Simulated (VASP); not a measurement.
# SrCl2 (P1) in VASP: notebook, part 2 of 2

VASP 6.6.1. Earlier steps stand in the parts before.

### Step 4. Single point, PBEsol (dynamics (nvt langevin) at 2600 K, volume x 1.1, from the last frame before)

The input, INCAR:

```
SYSTEM = SrCl2
ALGO = Normal ; EDIFF = 1E-6
ENCUT = 520 ; GGA = PS
ISIF = 2 ; ISMEAR = -1
LASPH = .TRUE. ; LCHARG = .FALSE.
LREAL = Auto ; LWAVE = .FALSE.
NBANDS = 87 ; NELM = 100
PREC = Accurate ; SIGMA = 0.2241
```

The input, KPOINTS:

```
Automatic mesh
0
Gamma
  2 2 1
  0.5 0.5 0
```

The input, POSCAR:

```
SrCl2
1.0
    7.1960246848      3.5980123424     -3.5980123424
    3.5980123424      7.1960246848      3.5980123424
    7.1960246848     -3.5980123424      3.5980123424
Sr Cl
6 12
Direct
    0.5306350845     -0.0013609366      0.4872296377
    0.7757819877      0.3996530667      0.4397198646
    0.0202148417      0.0005864349      0.0346939471
    0.3661703439      0.2914594412     -0.0230347320
    0.6956577026      0.6476970555      0.0181680866
    0.1580725539      0.6552423326      0.5301749462
    0.4121293533      0.3950761878      0.6631660130
    0.7588745044      0.6961564039      0.6437850345
    0.9550068685      0.3483854086      0.1581232764
    0.3561091870      0.6432962924      0.0127668406
    0.6298978531     -0.0316513645      0.1139285280
    0.1114630696      1.0579649645      0.5688164201
    0.3505992235      0.9883644065      0.9562754856
    0.7883720640      0.3144087788      0.8736547991
    0.8379439942      0.0738422518      0.3619686027
    0.2479043979      0.3863598012      0.3511824390
    0.4705035046      0.7209699189      0.3827545931
   -0.0089504742      0.6925385730      0.9311832287
```

Potentials or basis: VASP PAW PBE potentials, release 64 (Sr_sv, Cl).

Run with:

```
$ cat potpaw_PBE.64/Sr_sv/POTCAR potpaw_PBE.64/Cl/POTCAR > POTCAR
$ mpirun -np 1 vasp_std > vasp.out
```

OUTCAR:

```text
SYSTEM = SrCl2
   EDIFF = 1E-6
   ENCUT = 520
   GGA = PS
   ISIF = 2
   ISMEAR = -1
   LASPH = .TRUE.
   LREAL = Auto
   NELM = 100
   PREC = Accurate

 ion  position               nearest neighbor table
   1  0.531  0.999  0.487-   8 2.88  15 2.92  17 3.08  11 3.13  12 3.30  16 3.38   7 3.57   2 4.63
                             3 4.81   4 4.82   2 4.89   6 4.92   5 4.95   6 5.03   4 5.07
   2  0.776  0.400  0.440-   9 2.43  15 2.80  17 2.88   7 3.17   8 3.33  12 3.36  14 3.80   5 4.07
                             6 4.56   3 4.61   1 4.63   1 4.89
   3  0.020  0.001  0.035-  13 2.71  15 2.79  14 2.97  10 3.04   9 3.14  18 3.15  11 3.42   2 4.61
                             4 4.74   1 4.81   5 4.94   6 5.02   5 5.12
   4  0.366  0.291  0.977-   7 2.73  13 2.78  11 3.01  10 3.12  16 3.23   9 3.24  18 3.51  14 3.63
                             3 4.74   1 4.82   6 4.89   5 4.93   5 5.03   1 5.07
   5  0.696  0.648  0.018-  18 2.67  11 2.80   9 2.91  14 3.01  10 3.03  17 3.14   8 3.15  13 3.16
                             2 4.07   6 4.86   4 4.93   3 4.94   1 4.95   4 5.03   3 5.12
   6  0.158  0.655  0.530-  16 2.70   7 2.71  17 2.93   8 3.16  18 3.35  12 3.43  15 3.78   2 4.56
                             5 4.86   4 4.89   1 4.92   3 5.02   1 5.03
   7  0.412  0.395  0.663-   6 2.71   4 2.73   2 3.17   1 3.57
[... 223 lines left out ...]
      6     -32.8493      2.00000
[... 337 lines left out ...]
     83       5.9433      0.00000
     84       6.0425      0.00000
 [bands above 84 left out]

------------------------ aborting loop because EDIFF is reached ----------------------------------------

  FORCE on cell =-STRESS in cart. coord.  units (eV):
  Direction    XX          YY          ZZ          XY          YZ          ZX
  --------------------------------------------------------------------------------------
  -------------------------------------------------------------------------------------
  Total       -2.4345010      0.4717739      2.2240342     -0.6871944     -3.7748362      2.4158641
  in kB       -6.9783275      1.3523069      6.3750391     -1.9697948    -10.8203050      6.9249060
  external PRESSURE =       0.2496728 kB  Pullay stress =       0.0000000 kB

 VOLUME and BASIS-vectors are now :
 -----------------------------------------------------------------------------
  energy-cutoff  :      520.00
  volume of cell :      558.95
      direct lattice vectors                 reciprocal lattice vectors
     7.196024685  3.598012342 -3.598012342     0.069482808  0.023160936 -0.115804680
     3.598012342  7.196024685  3.598012342     0.000000000  0.092643744  0.092643744
     7.196024685 -3.598012342  3.598012342     0.069482808 -0.069482808  0.069482808

 POSITION                                       TOTAL-FORCE (eV/Angst)
 -----------------------------------------------------------------------------------
     10.91770      7.34240      3.43694        -0.999708      0.037396      0.522465
     10.18474      4.08507      0.22880         2.211190     -1.975971      2.118416
      0.39723     -0.04788      0.05421        -1.135190     -0.012802     -0.254931
     10.71391     -0.10030      3.24632         1.246037      0.034866      0.938088
      7.46713      7.09846     -0.10719        -1.461594     -0.519055      0.333970
      7.31022      3.37631      3.69640         0.108818      0.518207      1.132849
[... 10 lines left out ...]
      8.73413      5.50384      2.27834         0.143379     -0.070575     -0.715745
     16.32420      5.19892      2.27636         0.287956      0.735590     -1.379444
 -----------------------------------------------------------------------------------
    total drift:                                0.001243     -0.001622     -0.002760

  FREE ENERGIE OF THE ION-ELECTRON SYSTEM (eV)
  ---------------------------------------------------
  free  energy   TOTEN  =       -75.4335048182 eV

  energy  without entropy=      -75.4313192870  energy(sigma->0) =      -75.43241205
```

OSZICAR:

```text
N       E                     dE             d eps       ncg     rms          rms(c)
DAV:   1     0.110363643797E+04    0.11036E+04   -0.65747E+04   696   0.146E+03
DAV:   2     0.371838568575E+02   -0.10665E+04   -0.10354E+04   900   0.317E+02
DAV:   3    -0.730093489185E+02   -0.11019E+03   -0.10973E+03   872   0.936E+01
DAV:   4    -0.776043289825E+02   -0.45950E+01   -0.45883E+01  1104   0.208E+01
DAV:   5    -0.779406351295E+02   -0.33631E+00   -0.33626E+00  1104   0.350E+00    0.402E+01
DAV:   6    -0.755446174213E+02    0.23960E+01   -0.51959E+00   816   0.625E+00    0.248E+01
DAV:   7    -0.754454057212E+02    0.99212E-01   -0.45135E+00   968   0.629E+00    0.382E+00
DAV:   8    -0.754122103965E+02    0.33195E-01   -0.94191E-01   816   0.262E+00    0.173E+00
DAV:   9    -0.754191995816E+02   -0.69892E-02   -0.52772E-02   880   0.637E-01    0.728E-01
DAV:  10    -0.754298755041E+02   -0.10676E-01   -0.21249E-02   896   0.398E-01    0.249E-01
DAV:  11    -0.754313917359E+02   -0.15162E-02   -0.29582E-03  1056   0.160E-01    0.131E-01
DAV:  12    -0.754330115490E+02   -0.16198E-02   -0.17868E-03   848   0.145E-01    0.461E-02
DAV:  13    -0.754333996203E+02   -0.38807E-03   -0.57438E-04   848   0.689E-02    0.432E-02
DAV:  14    -0.754334464975E+02   -0.46877E-04   -0.69700E-05  1024   0.231E-02    0.212E-02
DAV:  15    -0.754334952387E+02   -0.48741E-04   -0.55712E-05   768   0.209E-02    0.993E-03
DAV:  16    -0.754335033468E+02   -0.81081E-05   -0.11941E-05   696   0.992E-03    0.485E-03
DAV:  17    -0.754335048104E+02   -0.14636E-05   -0.39327E-06   672   0.531E-03    0.482E-03
DAV:  18    -0.754335048182E+02   -0.78326E-08   -0.50012E-07   528   0.275E-03
   1 F= -.75433505E+02 E0= -.75432412E+02  d E =-.218553E-02
```

It took 6.7 min on 1 thread of Intel Xeon Platinum 8488C (Sapphire Rapids), shared host; peak memory 0.71 GiB.

Results:

| Property | Result |
| --- | --- |
| Free energy | -75.4335 eV |
| Pressure | 0.0 GPa |
| Largest force | 3.644 eV/Å |
| Band gap on the k mesh | 3.71 eV, direct |

Forces in eV/Å, atoms in the order of the input:
```
Sr  -1.000  0.037  0.522
Sr   2.211 -1.976  2.118
Sr  -1.135 -0.013 -0.255
Sr   1.246  0.035  0.938
Sr  -1.462 -0.519  0.334
Sr   0.109  0.518  1.133
Cl   0.067 -0.026 -0.959
Cl  -0.148  0.395 -0.296
Cl  -0.747  1.724 -2.030
Cl  -0.093 -0.630  0.089
Cl   0.939  0.481  1.145
Cl   0.162 -0.045 -0.238
Cl  -0.103  1.032 -0.228
Cl   0.049 -0.367  0.155
Cl  -0.247 -1.044  0.094
Cl  -0.280 -0.267 -0.427
Cl   0.143 -0.071 -0.716
Cl   0.288  0.736 -1.379
```

Stress tensor (GPa, compression positive):
```
-0.70 -0.20  0.69
-0.20  0.14 -1.08
 0.69 -1.08  0.64
```

Levels at points of the mesh, in eV from the valence-band top:
```csv
k point,band 68,band 69,band 70,band 71,band 72,band 73,band 74,band 75,band 76,band 77
"(0.25, 0.25, 0.00)",-0.76,-0.65,-0.61,-0.44,0.00,3.71,4.36,4.55,4.68,4.92
```

Caveat: the k points lie up to 0.76 Å⁻¹ apart; the PAW data sets were made with another functional, which shifts forces and pressure a little. A k mesh can miss the band edges.
